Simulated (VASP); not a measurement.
# CoSi2 in VASP: a series of runs, part 2 of 2

VASP 6.6.1. Earlier steps stand in the parts before.

## Step 3: Single point, PBE, collinear spin, ferromagnetic start

INCAR

```
SYSTEM = CoSi2
PREC     = Accurate       ! precision mode
ENCUT    = 520            ! plane-wave cutoff, eV
EDIFF    = 1E-6           ! SCF threshold, eV
ISMEAR   = 0              ! smearing method
SIGMA    = 0.05           ! smearing width, eV
LREAL    = .FALSE.        ! projectors in reciprocal space
LASPH    = .TRUE.         ! aspherical terms in the spheres
NELM     = 150            ! most SCF steps
ALGO     = Normal         ! electronic algorithm
ISIF     = 2              ! what is computed and relaxed
LWAVE    = .FALSE.        ! write WAVECAR
LCHARG   = .FALSE.        ! write CHGCAR
ISPIN    = 2              ! spin polarisation
MAGMOM   = 3.2 0 0        ! initial moments
LORBIT   = 11             ! projections on sites
LMAXMIX  = 4              ! l up to which the mixer works
GGA      = PE             ! functional
NBANDS   = 20             ! bands
```

KPOINTS

```
regular mesh
0
G
  9 9 9
  0 0 0
```

POSCAR

```
CoSi2
1.0
    0.0000000000      2.6780000000      2.6780000000
    2.6780000000      0.0000000000      2.6780000000
    2.6780000000      2.6780000000      0.0000000000
Co Si
1 2
Direct
   -0.0186706497      0.0186706497     -0.0186706497
    0.2500000000      0.2500000000      0.2500000000
    0.7500000000      0.7500000000      0.7500000000
```

Potentials or basis: VASP PAW PBE potentials, release 64 (Co, Si).

The run is started by

```sh
$ cat potpaw_PBE.64/Co/POTCAR potpaw_PBE.64/Si/POTCAR > POTCAR
$ mpirun -np 1 vasp_std > vasp.out
```

OUTCAR:

```text
SYSTEM = CoSi2
   PREC = Accurate
   ENCUT = 520
   EDIFF = 1E-6
   ISMEAR = 0
   LREAL = .FALSE.
   LASPH = .TRUE.
   NELM = 150
   ISIF = 2
   ISPIN = 2
   LORBIT = 11
   GGA = PE

 ion  position               nearest neighbor table
   1  0.981  0.019  0.981-   3 2.26   3 2.26   2 2.26   2 2.26   3 2.38   3 2.38   2 2.38   2 2.38

   2  0.250  0.250  0.250-   1 2.26   1 2.26   1 2.38   1 2.38   3 2.68   3 2.68   3 2.68   3 2.68
                             3 2.68   3 2.68
   3  0.750  0.750  0.750-   1 2.26   1 2.26   1 2.38   1 2.38   2 2.68   2 2.68   2 2.68   2 2.68
                             2 2.68   2 2.68

  LATTYP: Found a face centered cubic cell.
 ALAT       =     5.3560000000

  Lattice vectors:

 A1 = (   0.0000000000,   2.6780000000,   2.6780000000)
 A2 = (   2.6780000000,   0.0000000000,   2.6780000000)
 A3 = (   2.6780000000,   2.6780000000,   0.0000000000)

Analysis of symmetry for initial positions (statically):
=====================================================================
 Subroutine PRICEL returns:
 Original cell was already a primitive cell.

 Routine SETGRP: Setting up the symmetry group for a
 face centered cubic supercell.

 Subroutine GETGRP returns: Found  8 space group operations
 (whereof  8 operations were pure point group operations)
 out of a pool of 48 trial point group operations.

The static configuration has the point symmetry C_4v.

Analysis of symmetry for dynamics (positions and initial velocities):
=====================================================================
 Subroutine PRICEL returns:
 Original cell was already a primitive cell.

 Routine SETGRP: Setting up the symmetry group for a
 face centered cubic supercell.

 Subroutine GETGRP returns: Found  8 space group operations
 (whereof  8 operations were pure point group operations)
 out of a pool of 48 trial point group operations.

The dynamic configuration has the point symmetry C_4v.

Analysis of structural, dynamic, and magnetic symmetry:
=====================================================================
 Subroutine PRICEL returns:
 Original cell was already a primitive cell.

 Routine SETGRP: Setting up the symmetry group for a
 face centered cubic supercell.

 Subroutine GETGRP returns: Found  8 space group operations
 (whereof  8 operations were pure point group operations)
 out of a pool of 48 trial point group operations.

The overall configuration has the point symmetry C_4v.

 Subroutine INISYM returns: Found  8 space group operations
 (whereof  8 operations are pure point group operations),
 and found     1 'primitive' translations

----------------------------------------------------------------------------------------

                                     Primitive cell

  volume of cell :      38.4115

  direct lattice vectors                    reciprocal lattice vectors
     0.000000000  2.678000000  2.678000000    -0.186706497  0.186706497  0.186706497
     2.678000000  0.000000000  2.678000000     0.186706497 -0.186706497  0.186706497
     2.678000000  2.678000000  0.000000000     0.186706497  0.186706497 -0.186706497
[... 79 lines left out ...]
   ICHARG =      2    charge: 1-file 2-atom 10-const
   ISPIN  =      2    spin polarized calculation?
   LNONCOLLINEAR =      F non collinear calculations
   LSORBIT =      F    spin-orbit coupling
   LASPH  =      T    aspherical Exc in radial PAW
   ENCUT  =  520.0 eV  38.22 Ry    6.18 a.u.   7.04  7.04  7.04*2*pi/ulx,y,z
   NELM   =    150;   NELMIN=  2; NELMDL= -5     # of ELM steps
   EDIFF  = 0.1E-05   stopping-criterion for ELM
   LREAL  =      F    real-space projection
   EDIFFG = 0.1E-04   stopping-criterion for IOM
   NSW    =      0    number of steps for IOM
   IBRION =     -1    ionic relax: 0-MD 1-quasi-New 2-CG
   NFREE  =      0    steps in history (QN), initial steepest desc. (CG)
   ISIF   =      2    stress and relaxation
   ISYM   =      2    0-nonsym 1-usesym 2-fastsym
   POTIM  = 0.5000    time-step for ionic-motion
   TEBEG  =    0.0;   TEEND  =   0.0 temperature during run
   PSTRESS=    0.0 pullay stress
   NELECT =      17.0000    total number of electrons
   NUPDOWN=      -1.0000    fix difference up-down
   EMIN   =  10.00;   EMAX   =-10.00  energy-range for DOS
   EFERMI =   0.00;   METHOD = LEGACY
   ISMEAR =     0;   SIGMA  =   0.05  broadening in eV -4-tet -1-fermi 0-gaus
   EFERMI_NEDOS =   21; number of points for ismear=-14 and -15
   IALGO  =     38    algorithm
   IMIX   =      4    mixing-type and parameters
     AMIX     =   0.40;   BMIX     =  1.00
     AMIX_MAG =   1.60;   BMIX_MAG =  1.00
  volume/ion in A,a.u.               =      12.80        86.40
  Fermi-wavevector in a.u.,A,eV,Ry     =   1.247586  2.357596 21.177078  1.556471
  Thomas-Fermi vector in A             =   2.381712
   LORBIT       =     11    0 simple, 1 ext, 2 COOP (PROOUT), +10 PAW based schemes
   GGA     = PE    functional components
   LHFCALC =     F    Hartree Fock is set to
   AEXX    =    0.0000 exact exchange contribution
   IVDW    =     0    specifies the selected vdW correction
   LEPSILON=     F    determine dielectric tensor
   LRPA    =     F    only Hartree local field effects (RPA)
 spin polarized calculation
 Gauss-broadening in eV      SIGMA  =   0.05
  energy-cutoff  :      520.00
  volume of cell :       38.41
 maximum number of plane-waves:      1044
   NGX = 15   NGY = 15   NGZ = 15

 number of electron      16.9999996 magnetization       0.0001501

 number of electron      16.9999996 magnetization      -0.0007844

 Free energy of the ion-electron system (eV)
  ---------------------------------------------------
  ext. energy  EPLUGINS =         0.00000000
  ---------------------------------------------------
  free energy    TOTEN  =       -19.23179400 eV

  energy without entropy =      -19.23006768  energy(sigma->0) =      -19.23093084

 E-fermi :  10.0494     XC(G=0): -11.7446

 val. band max:       10.0453257308   @ k =   0.1111   0.0000  -0.2222
 cond. band min:      10.0772311336   @ k =   0.2222   0.2222   0.0000
 fundamental gap:      0.0319054028
 Fermi energy:        10.0493601243

 spin component 1

 k-point     1 :       0.0000    0.0000    0.0000
  band No.  band energies     occupation
      1      -3.0304      1.00000
      2       5.9985      1.00000
      3       6.0225      1.00000
      4       6.0225      1.00000
      5       8.1714      1.00000
      6       8.1810      1.00000
[... 541 lines left out ...]
     19      25.3437      0.00000
     20      25.6475      0.00000

 [... further k-points ...]

 spin component 2

 k-point     1 :       0.0000    0.0000    0.0000
  band No.  band energies     occupation
      1      -3.0304      1.00000
      2       5.9983      1.00000
      3       6.0223      1.00000
      4       6.0223      1.00000
      5       8.1713      1.00000
      6       8.1809      1.00000
[... 541 lines left out ...]
     19      25.3436      0.00000
     20      25.6475      0.00000

 [... further k-points ...]

------------------------ aborting loop because EDIFF is reached ----------------------------------------

  FORCE on cell =-STRESS in cart. coord.  units (eV):
  Direction    XX          YY          ZZ          XY          YZ          ZX
  --------------------------------------------------------------------------------------
  -------------------------------------------------------------------------------------
  Total        0.3157744      0.2005779      0.3157744      0.0000000      0.0000000      0.0000000
  in kB       13.1712127      8.3662706     13.1712127      0.0000000      0.0000000      0.0000000
  external PRESSURE =      11.5695654 kB  Pullay stress =       0.0000000 kB

 VOLUME and BASIS-vectors are now :
 -----------------------------------------------------------------------------
  energy-cutoff  :      520.00
  volume of cell :       38.41
      direct lattice vectors                 reciprocal lattice vectors
     0.000000000  2.678000000  2.678000000    -0.186706497  0.186706497  0.186706497
     2.678000000  0.000000000  2.678000000     0.186706497 -0.186706497  0.186706497
     2.678000000  2.678000000  0.000000000     0.186706497  0.186706497 -0.186706497

 POSITION                                       TOTAL-FORCE (eV/Angst)
 -----------------------------------------------------------------------------------
      2.67800      5.25600      2.67800         0.000000      1.174470      0.000000
      1.33900      1.33900      1.33900         0.000000     -0.587235      0.000000
      4.01700      4.01700      4.01700         0.000000     -0.587235      0.000000
 -----------------------------------------------------------------------------------
    total drift:                                0.000001     -0.000073      0.000001

  FREE ENERGIE OF THE ION-ELECTRON SYSTEM (eV)
  ---------------------------------------------------
  free  energy   TOTEN  =       -19.2317940049 eV

  energy  without entropy=      -19.2300676769  energy(sigma->0) =      -19.23093084

 total charge

# of ion       s       p       d       tot
------------------------------------------
    1        0.543   0.721   7.602   8.867
    2        0.720   0.873   0.000   1.593
    3        0.720   0.873   0.000   1.593
--------------------------------------------------
tot          1.983   2.467   7.602  12.052

 magnetization (x)

# of ion       s       p       d       tot
------------------------------------------
    1       -0.000  -0.000  -0.000  -0.000
    2        0.000   0.000   0.000   0.000
    3        0.000   0.000   0.000   0.000
--------------------------------------------------
tot          0.000  -0.000  -0.000  -0.000
```

Wall time 2.7 min (1 thread of Intel Xeon 8259CL, shared host); peak memory 0.23 GiB.

Results:

```yaml
Free_energy: -19.2318 eV
Pressure: 1.2 GPa
Largest_force: 1.174 eV/Å
Net_moment: 0.00 μB per cell
Valence_electrons_inside_the_program's_atomic_spheres: Co 8.87; Si 1.59
```

Forces in eV/Å, atoms in the order of the input:
```
Co   0.000  1.174  0.000
Si   0.000 -0.587  0.000
Si   0.000 -0.587  0.000
```

Caveat: the starting moments collapsed, and a magnetic state may lie lower; forces of over 1 eV/Å act on the atoms, so gaps and moduli don't describe the material at rest.

## Step 4: Single point, PBE, collinear spin, ferromagnetic start

INCAR

```
SYSTEM = CoSi2
ALGO = Normal
EDIFF = 1E-6
ENCUT = 520
GGA = PE
ISIF = 2
ISMEAR = 0
ISPIN = 2
LASPH = .True.
LCHARG = .False.
LMAXMIX = 4
LORBIT = 11
LREAL = .False.
LWAVE = .False.
MAGMOM = 3.2 0 0
NBANDS = 20
NELM = 150
PREC = Accurate
SIGMA = 0.05
```

KPOINTS

```
k-points
0
Gamma
  9 9 9
  0 0 0
```

Edit POSCAR of step 3 so:

```diff
@@ -8,3 +8,3 @@
 Direct
-   -0.0186706497      0.0186706497     -0.0186706497
+   -0.0093353249      0.0093353249     -0.0093353249
     0.2500000000      0.2500000000      0.2500000000
```

The run is started by

```sh
$ cat potpaw_PBE.64/Co/POTCAR potpaw_PBE.64/Si/POTCAR > POTCAR
$ mpirun -np 1 vasp_std > vasp.out
```

Run time: 3.3 min. Hardware: 1 thread of Intel Xeon 8259CL, shared host; peak memory 0.23 GiB.

Results (log left out):

| Quantity | Value |
| --- | --- |
| Free energy | -19.2758 eV |
| Pressure | 0.5 GPa |
| Largest force | 0.587 eV/Å |
| Net moment | 0.00 μB per cell |
| Valence electrons inside the program's atomic spheres | Co 8.86; Si 1.59 |

Forces in eV/Å, atoms in the order of the input:
```
Co   0.000  0.587  0.000
Si   0.000 -0.294  0.000
Si   0.000 -0.294  0.000
```

Stress tensor (GPa, compression positive):
```
0.58 0.00 0.00
0.00 0.47 0.00
0.00 0.00 0.58
```

Levels at points of the mesh, in eV from the Fermi level:
Spin up:
```csv
k point,band 7,band 8,band 9,band 10,band 11,band 12
"(0.00, 0.00, 0.00)",0.79,3.35,3.35,3.46,3.50,3.59
```
Spin down:
| k point | band 7 | band 8 | band 9 | band 10 | band 11 | band 12 |
| --- | --- | --- | --- | --- | --- | --- |
| (0.00, 0.00, 0.00) | 0.79 | 3.35 | 3.35 | 3.46 | 3.50 | 3.59 |

Caveat: the starting moments collapsed, and a magnetic state may lie lower.

## Step 5: Single point, PBE, collinear spin, ferromagnetic start

INCAR

```
  ALGO = Normal
  EDIFF = 1E-7
  ENCUT = 520
  GGA = PE
  ISIF = 2
  ISMEAR = 0
  ISPIN = 2
  LASPH = True
  LCHARG = False
  LMAXMIX = 4
  LORBIT = 11
  LREAL = False
  LWAVE = False
  MAGMOM = 3.2 0 0
  NBANDS = 20
  NELM = 150
  PREC = Accurate
  SIGMA = 0.05
```

KPOINTS

```
k-points
0
Gamma
  9 9 9
```

Edit POSCAR of step 4 so:

```diff
@@ -8,3 +8,3 @@
 Direct
-   -0.0093353249      0.0093353249     -0.0093353249
+    0.0093353249     -0.0093353249      0.0093353249
     0.2500000000      0.2500000000      0.2500000000
```

The run is started by

```sh
$ cat potpaw_PBE.64/Co/POTCAR potpaw_PBE.64/Si/POTCAR > POTCAR
$ mpirun -np 1 vasp_std > vasp.out
```

Run time: 3.6 min. Hardware: 1 thread of Intel Xeon 8259CL, shared host; peak memory 0.23 GiB.

Results (log left out):

```
Free energy                                           : -19.2758 eV
Pressure                                              : 0.5 GPa
Largest force                                         : 0.587 eV/Å
Net moment                                            : 0.00 μB per cell
Valence electrons inside the program's atomic spheres : Co 8.86; Si 1.59
```

Forces on the atoms (eV/Å):
```
Co   0.000 -0.587  0.000
Si   0.000  0.294  0.000
Si   0.000  0.294  0.000
```

Stress tensor (GPa, compression positive):
```
0.57 0.00 0.00
0.00 0.46 0.00
0.00 0.00 0.57
```

Levels at points of the mesh, in eV from the Fermi level:
Spin up:
```
           k point  band 5  band 6  band 7  band 8  band 9  band 10  band 11  band 12  band 13  band 14
(0.00, 0.00, 0.00)   -1.86   -1.86    0.79    3.35    3.35     3.46     3.50     3.59     3.59     5.71
```
Spin down:
| k point | band 6 | band 7 | band 8 | band 9 | band 10 | band 11 | band 12 | band 13 |
| --- | --- | --- | --- | --- | --- | --- | --- | --- |
| (0.00, 0.00, 0.00) | -1.86 | 0.79 | 3.35 | 3.35 | 3.46 | 3.50 | 3.59 | 3.59 |

Caveat: the starting moments collapsed, and a magnetic state may lie lower.

## Step 6: Single point, PBE, collinear spin, ferromagnetic start

INCAR

```
PREC     = Accurate       # precision mode
ENCUT    = 520            # plane-wave cutoff, eV
EDIFF    = 1E-7           # SCF threshold, eV
ISMEAR   = 0              # smearing method
SIGMA    = 0.05           # smearing width, eV
LREAL    = False          # projectors in reciprocal space
LASPH    = True           # aspherical terms in the spheres
NELM     = 150            # most SCF steps
ALGO     = Normal         # electronic algorithm
ISIF     = 2              # what is computed and relaxed
LWAVE    = False          # write WAVECAR
LCHARG   = False          # write CHGCAR
ISPIN    = 2              # spin polarisation
MAGMOM   = 3.2 0 0        # initial moments
LORBIT   = 11             # projections on sites
LMAXMIX  = 4              # l up to which the mixer works
GGA      = PE             # functional
NBANDS   = 20             # bands
```

KPOINTS

```
regular mesh
0
Gamma
  9 9 9
```

Edit POSCAR of step 5 so:

```diff
@@ -8,3 +8,3 @@
 Direct
-    0.0093353249     -0.0093353249      0.0093353249
+    0.0186706497     -0.0186706497      0.0186706497
     0.2500000000      0.2500000000      0.2500000000
```

Potentials or basis: VASP PAW PBE potentials, release 64 (Co, Si).

The run is started by

```sh
$ cat potpaw_PBE.64/Co/POTCAR potpaw_PBE.64/Si/POTCAR > POTCAR
$ mpirun -np 1 vasp_std > vasp.out
```

Run time: 3.4 min. Hardware: 1 thread of Intel Xeon 8259CL, shared host; peak memory 0.23 GiB.

Results (log left out):

```
Free energy                                           : -19.2318 eV
Pressure                                              : 1.1 GPa
Largest force                                         : 1.174 eV/Å
Net moment                                            : 0.00 μB per cell
Valence electrons inside the program's atomic spheres : Co 8.87; Si 1.59
```

Forces in eV/Å, atoms in the order of the input:
```
Co   0.000 -1.174  0.000
Si   0.000  0.587  0.000
Si   0.000  0.587  0.000
```

Stress tensor (GPa, compression positive):
```
1.30 0.00 0.00
0.00 0.82 0.00
0.00 0.00 1.30
```

Levels at points of the mesh, in eV from the Fermi level:
Spin up:
```tsv
k point	band 5	band 6	band 7	band 8	band 9	band 10	band 11	band 12	band 13	band 14
(0.00, 0.00, 0.00)	-1.88	-1.87	0.77	3.22	3.22	3.49	3.52	3.71	3.71	5.73
```
Spin down:
```tsv
k point	band 6	band 7	band 8	band 9	band 10	band 11	band 12	band 13
(0.00, 0.00, 0.00)	-1.87	0.77	3.22	3.22	3.49	3.52	3.71	3.71
```

Caveat: the starting moments collapsed, and a magnetic state may lie lower; forces of over 1 eV/Å act on the atoms, so gaps and moduli don't describe the material at rest.
